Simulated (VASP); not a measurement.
Here is a VASP 6.6.1 calculation.

INCAR

```
SYSTEM = SiC
ALGO = Normal ; EDIFF = 1E-7
ENCUT = 520 ; GGA = PE
ISIF = 2 ; ISMEAR = 0
LASPH = .TRUE. ; LCHARG = .FALSE.
LREAL = .FALSE. ; LWAVE = .FALSE.
NBANDS = 16 ; NELM = 80
PREC = Accurate ; SIGMA = 0.02
```

Contents of KPOINTS:

```
k-points
0
G
  12 12 6
  0 0 0
```

The input POSCAR:

```
SiC
1.0
    2.9682590546      0.0000000000      0.0000000000
   -1.4841295273      2.5705877463      0.0000000000
    0.0000000000      0.0000000000      5.1168623161
Si C
2 2
Direct
    0.3333333333      0.6666666667      0.5025977703
    0.6666666667      0.3333333333      1.0025977703
    0.3333333333      0.6666666667      0.8724022297
    0.6666666667      0.3333333333      0.3724022297
```

Potentials or basis: VASP PAW PBE potentials, release 64 (Si, C).

The run is started by

```console
$ cat potpaw_PBE.64/Si/POTCAR potpaw_PBE.64/C/POTCAR > POTCAR
$ mpirun -np 1 vasp_std > vasp.out
```

Task: What does it give for the pressure?

Result: 18.3 GPa.

Task: Estimate the band gap on the k mesh.

Result: 1.72 eV, indirect (least direct gap 4.44 eV).

Stress tensor (GPa, compression positive):
```
27.47  0.00  0.00
 0.00 27.47  0.00
 0.00  0.00 -0.17
```

A k mesh can miss the band edges. Expect the measured gap to be larger: semilocal functionals such as PBE lack the derivative discontinuity.
